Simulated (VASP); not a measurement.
# Rb in VASP: a series of runs, part 2 of 2

VASP 6.6.1.

## (4) Electric field gradients, r2SCAN (101.07 Å³/atom)

This run uses another cell than the first one, of 101.07 Å³/atom.

File POSCAR:

```
Rb
1.0
   -3.0124581780      3.0124581780      2.7844047774
    3.0124581780     -3.0124581780      2.7844047774
    3.0124581780      3.0124581780     -2.7844047774
Rb
1
Direct
    0.0000000000      0.0000000000      0.0000000000
```

File INCAR.step1:

```
PREC     = Accurate       # precision mode
ENCUT    = 520            # plane-wave cutoff, eV
ISMEAR   = -1             # smearing method
SIGMA    = 0.08           # smearing width, eV
LREAL    = False          # projectors in reciprocal space
LASPH    = True           # aspherical terms in the spheres
NELM     = 100            # most SCF steps
NBANDS   = 10             # bands
GGA      = PE             # functional
ALGO     = Normal         # electronic algorithm
EDIFF    = 1E-4           # SCF threshold, eV
LWAVE    = True           # write WAVECAR
LCHARG   = False          # write CHGCAR
```

File INCAR.step2:

```
PREC     = Accurate       # precision mode
ENCUT    = 520            # plane-wave cutoff, eV
EDIFF    = 1E-8           # SCF threshold, eV
ISMEAR   = -1             # smearing method
SIGMA    = 0.08           # smearing width, eV
LREAL    = False          # projectors in reciprocal space
LASPH    = True           # aspherical terms in the spheres
NELM     = 100            # most SCF steps
ALGO     = Normal         # electronic algorithm
ISIF     = 2              # what is computed and relaxed
LWAVE    = False          # write WAVECAR
LCHARG   = False          # write CHGCAR
METAGGA  = R2SCAN         # meta-GGA
LMIXTAU  = True         
LEFG     = True         
NBANDS   = 10             # bands
ISTART   = 1
```

File KPOINTS:

```
regular mesh
0
Gamma
  10 10 10
```

Potentials or basis: VASP PAW PBE potentials, release 64 (Rb_sv).

Launch:

```sh
$ cat potpaw_PBE.64/Rb_sv/POTCAR > POTCAR
$ cp INCAR.step1 INCAR
$ mpirun -np 1 vasp_std > vasp.out
$ cp INCAR.step2 INCAR
$ mpirun -np 1 vasp_std > vasp.out
```

OUTCAR:

```text
PREC = Accurate
   ENCUT = 520
   EDIFF = 1E-8
   ISMEAR = -1
   LREAL = False
   LASPH = True
   NELM = 100
   ISIF = 2
   METAGGA = R2SCAN
   ISTART = 1

 ion  position               nearest neighbor table
   1  0.000  0.000  0.000-

  LATTYP: Found a body centered tetragonal cell.
 ALAT       =     6.0249163560
 C/A-ratio  =     0.9242965754

  Lattice vectors:

 A1 = (  -3.0124581780,   3.0124581780,   2.7844047774)
 A2 = (   3.0124581780,  -3.0124581780,   2.7844047774)
 A3 = (   3.0124581780,   3.0124581780,  -2.7844047774)

Analysis of symmetry for initial positions (statically):
=====================================================================
 Subroutine PRICEL returns:
 Original cell was already a primitive cell.

 Routine SETGRP: Setting up the symmetry group for a
 body centered tetragonal supercell.

 Subroutine GETGRP returns: Found 16 space group operations
 (whereof 16 operations were pure point group operations)
 out of a pool of 16 trial point group operations.

The static configuration has the point symmetry D_4h.

Analysis of symmetry for dynamics (positions and initial velocities):
=====================================================================
 Subroutine PRICEL returns:
 Original cell was already a primitive cell.

 Routine SETGRP: Setting up the symmetry group for a
 body centered tetragonal supercell.

 Subroutine GETGRP returns: Found 16 space group operations
 (whereof 16 operations were pure point group operations)
 out of a pool of 16 trial point group operations.

The dynamic configuration has the point symmetry D_4h.

 Subroutine INISYM returns: Found 16 space group operations
[... 148 lines left out ...]
 Fermi energy:        -0.1553158567

 k-point     1 :       0.0000    0.0000    0.0000
  band No.  band energies     occupation
      1     -30.2950      2.00000
      2     -13.7922      2.00000
      3     -13.7920      2.00000
      4     -13.7920      2.00000
      5      -2.1130      2.00000
      6       3.5890      0.00000
      7       4.0184      0.00000
      8       4.0184      0.00000
      9       4.4854      0.00000
     10       5.0580      0.00000
[... 287 lines left out ...]
 k-point    24 :       0.4000    0.3000   -0.0000
  band No.  band energies     occupation
      1     -30.2920      2.00000
      2     -13.8445      2.00000
      3     -13.8319      2.00000
      4     -13.8002      2.00000
      5       0.4732      0.00077
      6       1.1291      0.00000
      7       1.5594      0.00000
      8       4.0896      0.00000
      9       4.7665      0.00000
     10       5.1285      0.00000

 [... further k-points ...]
[... 5 lines left out ...]
  --------------------------------------------------------------------------------------
  -------------------------------------------------------------------------------------
  Total       -0.0984241     -0.0984241     -0.0673331      0.0000000      0.0000000      0.0000000
  in kB       -1.5601901     -1.5601901     -1.0673445      0.0000000      0.0000000      0.0000000
  external PRESSURE =      -1.3959083 kB  Pullay stress =       0.0000000 kB

 VOLUME and BASIS-vectors are now :
 -----------------------------------------------------------------------------
  energy-cutoff  :      520.00
  volume of cell :      101.07
      direct lattice vectors                 reciprocal lattice vectors
    -3.012458178  3.012458178  2.784404777     0.000000000  0.165977408  0.179571592
     3.012458178 -3.012458178  2.784404777     0.165977408  0.000000000  0.179571592
     3.012458178  3.012458178 -2.784404777     0.165977408  0.165977408  0.000000000

 POSITION                                       TOTAL-FORCE (eV/Angst)
 -----------------------------------------------------------------------------------
      0.00000      0.00000      0.00000        -0.000000      0.000000      0.000000
 -----------------------------------------------------------------------------------
    total drift:                                0.000000      0.000000     -0.000000

  FREE ENERGIE OF THE ION-ELECTRON SYSTEM (eV)
  ---------------------------------------------------
  free  energy   TOTEN  =       -13.9234794974 eV

  energy  without entropy=      -13.9041293281  energy(sigma->0) =      -13.91380441

 Electric field gradients (V/A^2)
---------------------------------------------------------------------
 ion       V_xx      V_yy      V_zz      V_xy      V_xz      V_yz
---------------------------------------------------------------------
   1      -0.207    -0.207     0.413    -0.000    -0.000    -0.000
---------------------------------------------------------------------

 Electric field gradients after diagonalization (V/A^2)
 (convention: |V_zz| > |V_xx| > |V_yy|)
----------------------------------------------------------------------
 ion       V_xx      V_yy      V_zz     asymmetry (V_yy - V_xx)/ V_zz
----------------------------------------------------------------------
   1      -0.207    -0.207     0.413       0.000
----------------------------------------------------------------------

           NMR quadrupolar parameters

 Cq : quadrupolar parameter    Cq=e*Q*V_zz/h
 eta: asymmetry parameters     (V_yy - V_xx)/ V_zz
 Q  : nuclear electric quadrupole moment in mb (millibarn)
----------------------------------------------------------------------
 ion       Cq(MHz)       eta       Q (mb)
----------------------------------------------------------------------
   1       0.001       0.000       1.000
----------------------------------------------------------------------
```

OUTCAR.step1:

```text
PREC = Accurate
   ENCUT = 520
   ISMEAR = -1
   LREAL = False
   LASPH = True
   NELM = 100
[... 528 lines left out ...]
 POSITION                                       TOTAL-FORCE (eV/Angst)
 -----------------------------------------------------------------------------------
      0.00000      0.00000      0.00000        -0.000000      0.000000      0.000000
 -----------------------------------------------------------------------------------
    total drift:                                0.000000      0.000000     -0.000000

  FREE ENERGIE OF THE ION-ELECTRON SYSTEM (eV)
  ---------------------------------------------------
  free  energy   TOTEN  =        -0.9367156385 eV

  energy  without entropy=       -0.9156376129  energy(sigma->0) =       -0.92617663
```

OSZICAR.step1:

```text
N       E                     dE             d eps       ncg     rms          rms(c)
DAV:   1     0.439526236554E+02    0.43953E+02   -0.32155E+03  2040   0.648E+02
DAV:   2     0.217467095037E+01   -0.41778E+02   -0.41026E+02  2232   0.124E+02
DAV:   3    -0.784844520024E+00   -0.29595E+01   -0.29521E+01  2668   0.336E+01
DAV:   4    -0.932334866770E+00   -0.14749E+00   -0.14703E+00  2872   0.629E+00
DAV:   5    -0.934422031981E+00   -0.20872E-02   -0.20847E-02  2752   0.742E-01    0.106E+00
DAV:   6    -0.935414109779E+00   -0.99208E-03   -0.18295E-03  2880   0.249E-01    0.632E-01
DAV:   7    -0.936566725224E+00   -0.11526E-02   -0.28558E-03  2368   0.312E-01    0.430E-02
DAV:   8    -0.936703280493E+00   -0.13656E-03   -0.12034E-04  2336   0.811E-02    0.227E-02
DAV:   9    -0.936715638452E+00   -0.12358E-04   -0.11202E-05  1246   0.272E-02
   1 F= -.93671564E+00 E0= -.92617663E+00  d E =-.210780E-01
```

Run time: 7.2 min. Hardware: 1 thread of Intel Xeon Platinum 8488C (Sapphire Rapids), shared host; peak memory 0.31 GiB.

What came out:

```yaml
Free_energy: -13.9235 eV
Pressure: -0.1 GPa
Band_gap_on_the_k_mesh: zero (an odd number of electrons rules out a gap without spin polarisation)
Largest_electric_field_gradient_by_atom: Rb +0.4 V/Å²
```

Electric field gradients, principal values (V/Å²):
| atom | least | middle | greatest (by size) |
| --- | --- | --- | --- |
| 1 Rb | -0.207 | -0.207 | 0.413 |

Caveat: without QUAD_EFG the Cq values of the log hold for a quadrupole moment of 1 mb, not for the nuclei; the PAW data sets were made with another functional, which shifts forces and pressure a little.

## (5) Electric field gradients, r2SCAN (equal xy, yz and zx shear strains of +3 %)

File POSCAR:

```
Rb
1.0
   -2.8692315056      2.9511568615      2.7308451955
    2.9511568615     -2.8692315056      2.7308451955
    2.9578668615      2.9578668615     -2.6422098397
Rb
1
Direct
    0.0000000000      0.0000000000      0.0000000000
```

File INCAR.step1:

```
SYSTEM = Rb
PREC = Accurate ; ENCUT = 520
ISMEAR = -1 ; SIGMA = 0.08
LREAL = .FALSE. ; LASPH = .TRUE.
NELM = 100 ; NBANDS = 10
GGA = PE ; ALGO = Normal
EDIFF = 1E-4 ; LWAVE = .TRUE.
LCHARG = .FALSE.
```

File INCAR.step2:

```
SYSTEM = Rb
PREC = Accurate ; ENCUT = 520
EDIFF = 1E-8 ; ISMEAR = -1
SIGMA = 0.08 ; LREAL = .FALSE.
LASPH = .TRUE. ; NELM = 100
ALGO = Normal ; ISIF = 2
LWAVE = .FALSE. ; LCHARG = .FALSE.
METAGGA = R2SCAN ; LMIXTAU = .TRUE.
LEFG = .TRUE. ; NBANDS = 10
ISTART = 1
```

File KPOINTS:

```
Automatic mesh
0
G
  10 10 10
  0 0 0
```

Potentials or basis: VASP PAW PBE potentials, release 64 (Rb_sv).

Launch:

```sh
$ cat potpaw_PBE.64/Rb_sv/POTCAR > POTCAR
$ cp INCAR.step1 INCAR
$ mpirun -np 1 vasp_std > vasp.out
$ cp INCAR.step2 INCAR
$ mpirun -np 1 vasp_std > vasp.out
```

OUTCAR:

```text
SYSTEM = Rb
   PREC = Accurate
   ENCUT = 520
   EDIFF = 1E-8
   ISMEAR = -1
   LREAL = .FALSE.
   LASPH = .TRUE.
   NELM = 100
   ISIF = 2
   METAGGA = R2SCAN
   ISTART = 1

 ion  position               nearest neighbor table
   1  0.000  0.000  0.000-

  LATTYP: Found a base centered monoclinic cell.
 ALAT       =     5.4629191331
 B/A-ratio  =     1.5067534346
 C/A-ratio  =     0.9056785153
 COS(beta)  =    -0.5159823907

  Lattice vectors:

 A1 = (  -2.8692315056,   2.9511568615,   2.7308451955)
 A2 = (   2.9511568615,  -2.8692315056,   2.7308451955)
 A3 = (   2.9578668615,   2.9578668615,  -2.6422098397)

Analysis of symmetry for initial positions (statically):
=====================================================================
 Subroutine PRICEL returns:
 Original cell was already a primitive cell.
[... 497 lines left out ...]
  external PRESSURE =      -0.0127725 kB  Pullay stress =       0.0000000 kB

 VOLUME and BASIS-vectors are now :
 -----------------------------------------------------------------------------
  energy-cutoff  :      520.00
  volume of cell :       95.29
      direct lattice vectors                 reciprocal lattice vectors
    -2.869231506  2.951156861  2.730845196    -0.005209100  0.166600741  0.180672624
     2.951156861 -2.869231506  2.730845196     0.166600741 -0.005209100  0.180672624
     2.957866861  2.957866861 -2.642209840     0.166805671  0.166805671 -0.005004170

 POSITION                                       TOTAL-FORCE (eV/Angst)
 -----------------------------------------------------------------------------------
      0.00000      0.00000      0.00000         0.000000      0.000000     -0.000000
 -----------------------------------------------------------------------------------
    total drift:                                0.000000      0.000000     -0.000000

  FREE ENERGIE OF THE ION-ELECTRON SYSTEM (eV)
  ---------------------------------------------------
  free  energy   TOTEN  =       -13.9247937248 eV

  energy  without entropy=      -13.9058080012  energy(sigma->0) =      -13.91530086

 Electric field gradients (V/A^2)
---------------------------------------------------------------------
 ion       V_xx      V_yy      V_zz      V_xy      V_xz      V_yz
---------------------------------------------------------------------
   1      -0.247    -0.247     0.493    -1.244    -1.016    -1.016
---------------------------------------------------------------------

 Electric field gradients after diagonalization (V/A^2)
 (convention: |V_zz| > |V_xx| > |V_yy|)
----------------------------------------------------------------------
 ion       V_xx      V_yy      V_zz     asymmetry (V_yy - V_xx)/ V_zz
----------------------------------------------------------------------
   1       1.247     0.997    -2.244       0.111
----------------------------------------------------------------------

           NMR quadrupolar parameters

 Cq : quadrupolar parameter    Cq=e*Q*V_zz/h
 eta: asymmetry parameters     (V_yy - V_xx)/ V_zz
 Q  : nuclear electric quadrupole moment in mb (millibarn)
----------------------------------------------------------------------
 ion       Cq(MHz)       eta       Q (mb)
----------------------------------------------------------------------
   1      -0.005       0.111       1.000
----------------------------------------------------------------------
```

OUTCAR.step1:

```text
SYSTEM = Rb
   PREC = Accurate
   ENCUT = 520
   ISMEAR = -1
   LREAL = .FALSE.
   LASPH = .TRUE.
[... 532 lines left out ...]
 -----------------------------------------------------------------------------------
      0.00000      0.00000      0.00000         0.000000      0.000000      0.000000
 -----------------------------------------------------------------------------------
    total drift:                                0.000000      0.000000     -0.000000

  FREE ENERGIE OF THE ION-ELECTRON SYSTEM (eV)
  ---------------------------------------------------
  free  energy   TOTEN  =        -0.9415873082 eV

  energy  without entropy=       -0.9209668058  energy(sigma->0) =       -0.93127706
```

Wall time 13 min (1 thread of Intel Xeon Platinum 8488C (Sapphire Rapids), shared host); peak memory 0.43 GiB.

What came out:

```
Free energy                             : -13.9248 eV
Pressure                                : 0.0 GPa
Band gap on the k mesh                  : zero (an odd number of electrons rules out a gap without spin polarisation)
Largest electric field gradient by atom : Rb -2.2 V/Å²
```

Stress tensor (GPa, compression positive):
```
-0.02 -0.06 -0.04
-0.06 -0.02 -0.04
-0.04 -0.04  0.04
```

Levels at points of the mesh, in eV from the Fermi level:
```
           k point  band 2  band 3  band 4  band 5  band 6  band 7
(0.00, 0.00, 0.00)  -13.60  -13.60  -13.60   -2.03    3.75    4.14
(0.50, 0.00, 0.00)  -13.68  -13.63  -13.61    0.36    0.68    2.74
(0.50, 0.50, 0.00)  -13.69  -13.63  -13.60    0.32    0.63    3.16
(0.00, 0.00, 0.50)  -13.68  -13.62  -13.60    0.22    0.49    3.19
(0.50, 0.00, 0.50)  -13.69  -13.63  -13.60    0.46    0.84    2.69
(0.50, 0.50, 0.50)  -13.67  -13.66  -13.65    1.23    1.46    3.12
```

Electric field gradients, principal values (V/Å²):
```tsv
atom	least	middle	greatest (by size)
1 Rb	0.997	1.247	-2.244
```

Caveat: the cell differs from its parent crystal (equal xy, yz and zx shear strains of +3 %); without QUAD_EFG the Cq values of the log hold for a quadrupole moment of 1 mb, not for the nuclei; the PAW data sets were made with another functional, which shifts forces and pressure a little.

## (6) The runs side by side

```csv
cell,gap on the mesh (eV),pressure (GPa)
"a = 4.891 Å, angles 107.4, 107.4, 113.7°, 1 atom",none,0.2
"a = 4.992 Å, angles 107.4, 107.4, 113.7°, 1 atom",none,0.0
"a = 5.089 Å, angles 107.4, 107.4, 113.7°, 1 atom",none,-0.1
"a = 4.940, b = 4.940, c = 4.948 Å, angles 106.6, 106.6, 112.9°, 1 atom",none,0.0
```

Alike in all rows: task electric field gradients; level r2SCAN; potentials or basis VASP PAW PBE potentials, release 64 (Rb_sv); no spin polarisation; k mesh 10 × 10 × 10; cutoff (eV) 520; smearing fermi-dirac 0.08 eV.

Caveats: the PAW data sets were made with another functional, which shifts forces and pressure a little.

Absolute energies hang on the potentials; compare differences alone.
